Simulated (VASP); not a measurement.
# Cl (P6/mmm) in VASP: further runs, part 2 of 2

VASP 6.6.1.

## 3. Single point, PBE (30.74 Å³/atom)

This run uses another cell than the first one, of 30.74 Å³/atom.

Input file POSCAR:

```
Cl
1.0
    3.9200280163      0.0000000000      0.0000000000
   -1.9600140081      3.3948438457      0.0000000000
    0.0000000000      0.0000000000      2.3101257844
Cl
1
Direct
    0.0000000000      0.0000000000      0.0000000000
```

Input file INCAR.step1:

```
SYSTEM = Cl
  ALGO = Normal
  EDIFF = 1E-6
  ENCUT = 520
  GGA = PE
  ISIF = 2
  ISMEAR = -1
  LASPH = .TRUE.
  LCHARG = .TRUE.
  LREAL = .FALSE.
  LWAVE = .FALSE.
  NBANDS = 10
  NELM = 60
  PREC = Accurate
  SIGMA = 0.1
```

Input file KPOINTS.step1:

```
k-points
0
G
  14 14 13
  0 0 0
```

Input file INCAR.step2:

```
SYSTEM = Cl
  ALGO = Normal
  EDIFF = 1E-6
  ENCUT = 520
  GGA = PE
  ICHARG = 11
  ISIF = 2
  ISMEAR = -5
  LASPH = .TRUE.
  LCHARG = .FALSE.
  LORBIT = 11
  LREAL = .FALSE.
  LWAVE = .FALSE.
  NEDOS = 2001
  NELM = 60
  PREC = Accurate
  SIGMA = 0.1
```

Input file KPOINTS.step2:

```
k-points
0
G
  21 21 20
  0 0 0
```

Potentials or basis: VASP PAW PBE potentials, release 64 (Cl).

Launch:

```bash
$ cat potpaw_PBE.64/Cl/POTCAR > POTCAR
$ cp INCAR.step1 INCAR
$ cp KPOINTS.step1 KPOINTS
$ mpirun -np 1 vasp_std > vasp.out
$ cp INCAR.step2 INCAR
$ cp KPOINTS.step2 KPOINTS
$ mpirun -np 1 vasp_std > vasp.out
```

OUTCAR:

```text
SYSTEM = Cl
   EDIFF = 1E-6
   ENCUT = 520
   GGA = PE
   ICHARG = 11
   ISIF = 2
   ISMEAR = -5
   LASPH = .TRUE.
   LORBIT = 11
   LREAL = .FALSE.
   NELM = 60
   PREC = Accurate

 ion  position               nearest neighbor table
   1  0.000  0.000  0.000-

  LATTYP: Found a hexagonal cell.
 ALAT       =     3.9200280163
 C/A-ratio  =     0.5893135903

  Lattice vectors:

 A1 = (   3.9200280163,   0.0000000000,   0.0000000000)
 A2 = (  -1.9600140081,   3.3948438457,   0.0000000000)
 A3 = (   0.0000000000,   0.0000000000,   2.3101257844)

Analysis of symmetry for initial positions (statically):
=====================================================================
 Subroutine PRICEL returns:
 Original cell was already a primitive cell.

 Routine SETGRP: Setting up the symmetry group for a
 hexagonal supercell.

 Subroutine GETGRP returns: Found 24 space group operations
 (whereof 24 operations were pure point group operations)
 out of a pool of 24 trial point group operations.

The static configuration has the point symmetry D_6h.

Analysis of symmetry for dynamics (positions and initial velocities):
=====================================================================
 Subroutine PRICEL returns:
 Original cell was already a primitive cell.

 Routine SETGRP: Setting up the symmetry group for a
 hexagonal supercell.

 Subroutine GETGRP returns: Found 24 space group operations
 (whereof 24 operations were pure point group operations)
 out of a pool of 24 trial point group operations.

The dynamic configuration has the point symmetry D_6h.

 Subroutine INISYM returns: Found 24 space group operations
 (whereof 24 operations are pure point group operations),
 and found     1 'primitive' translations

[... 109 lines left out ...]
   ISMEAR =    -5;   SIGMA  =   0.10  broadening in eV -4-tet -1-fermi 0-gaus
   EFERMI_NEDOS =   21; number of points for ismear=-14 and -15
   IALGO  =     38    algorithm
   IMIX   =      4    mixing-type and parameters
     AMIX     =   0.40;   BMIX     =  1.00
     AMIX_MAG =   1.60;   BMIX_MAG =  1.00
  volume/ion in A,a.u.               =      30.74       207.46
  Fermi-wavevector in a.u.,A,eV,Ry     =   0.999676  1.889114 13.597014  0.999352
  Thomas-Fermi vector in A             =   2.131982
   LORBIT       =     11    0 simple, 1 ext, 2 COOP (PROOUT), +10 PAW based schemes
   GGA     = PE    functional components
   LHFCALC =     F    Hartree Fock is set to
   AEXX    =    0.0000 exact exchange contribution
   IVDW    =     0    specifies the selected vdW correction
   LEPSILON=     F    determine dielectric tensor
   LRPA    =     F    only Hartree local field effects (RPA)
 non-spin polarized calculation
 Fermi weights with tetrahedron method with Bloechl corrections
  energy-cutoff  :      520.00
  volume of cell :       30.74
 maximum number of plane-waves:       855
 NGX is ok and might be reduce to    30

 number of electron       7.0000001 magnetization

 Free energy of the ion-electron system (eV)
  ---------------------------------------------------
  ext. energy  EPLUGINS =         0.00000000
  ---------------------------------------------------
  free energy    TOTEN  =        -1.64226279 eV

  energy without entropy =       -1.64226279  energy(sigma->0) =       -1.64226279

 E-fermi :  -1.0270     XC(G=0):  -7.4382

 val. band max:       -1.0128040887   @ k =   0.2381   0.1905   0.5000
 cond. band min:      -1.0132710989   @ k =   0.3333   0.0476   0.4500
 fundamental gap:     -0.0004670101
 Fermi energy:        -1.0270345774

 k-point     1 :       0.0000    0.0000    0.0000
  band No.  band energies     occupation
      1     -16.9407      2.00000
      2      -3.3035      2.00000
      3      -3.3035      2.00000
      4       3.6060      0.00000
      5       4.8445      0.00000
      6      10.0016      0.00000
      7      10.0016      0.00000
[... 221 lines left out ...]
 k-point    24 :       0.1905    0.0952    0.0000
  band No.  band energies     occupation
      1     -16.8641      2.00000
      2      -3.9720      2.00000
      3      -3.4777      2.00000
      4       3.6262      0.00000
      5       6.3670      0.00000
      6       8.6737      0.00000
      7      11.4633      0.00000

 [... further k-points ...]
[... 5 lines left out ...]
  --------------------------------------------------------------------------------------
  -------------------------------------------------------------------------------------
  Total       -0.3359161     -0.3359161      0.0792480     -0.0000000      0.0000000      0.0000000
  in kB      -17.5063989    -17.5063989      4.1300381     -0.0000000      0.0000000      0.0000000
  external PRESSURE =     -10.2942532 kB  Pullay stress =       0.0000000 kB

 VOLUME and BASIS-vectors are now :
 -----------------------------------------------------------------------------
  energy-cutoff  :      520.00
  volume of cell :       30.74
      direct lattice vectors                 reciprocal lattice vectors
     3.920028016  0.000000000  0.000000000     0.255100218  0.147282179  0.000000000
    -1.960014008  3.394843846  0.000000000     0.000000000  0.294564359  0.000000000
     0.000000000  0.000000000  2.310125784     0.000000000  0.000000000  0.432876862

 POSITION                                       TOTAL-FORCE (eV/Angst)
 -----------------------------------------------------------------------------------
      0.00000      0.00000      0.00000        -0.000000      0.000000      0.000000
 -----------------------------------------------------------------------------------
    total drift:                                0.000000     -0.000000     -0.000000

  FREE ENERGIE OF THE ION-ELECTRON SYSTEM (eV)
  ---------------------------------------------------
  free  energy   TOTEN  =        -1.6422627918 eV

  energy  without entropy=       -1.6422627918  energy(sigma->0) =       -1.64226279

 total charge

# of ion       s       p       d       tot
------------------------------------------
    1        1.636   3.302   0.000   4.938
```

OUTCAR.step1:

```text
SYSTEM = Cl
   EDIFF = 1E-6
   ENCUT = 520
   GGA = PE
   ISIF = 2
   ISMEAR = -1
   LASPH = .TRUE.
[... 530 lines left out ...]
 -----------------------------------------------------------------------------------
      0.00000      0.00000      0.00000         0.000000      0.000000      0.000000
 -----------------------------------------------------------------------------------
    total drift:                                0.000000      0.000000      0.000000

  FREE ENERGIE OF THE ION-ELECTRON SYSTEM (eV)
  ---------------------------------------------------
  free  energy   TOTEN  =        -1.6796945713 eV

  energy  without entropy=       -1.6502898624  energy(sigma->0) =       -1.66499222
```

Wall time 78 s (1 thread of Intel Xeon 6975P-C (Granite Rapids), shared host); peak memory 0.21 GiB.

What came out:

```yaml
Valence_electrons_inside_the_program's_atomic_spheres: Cl 4.94
```

Caveat: an odd number of electrons without spin polarisation forces a metal; a magnetic or distorted state may lie lower.
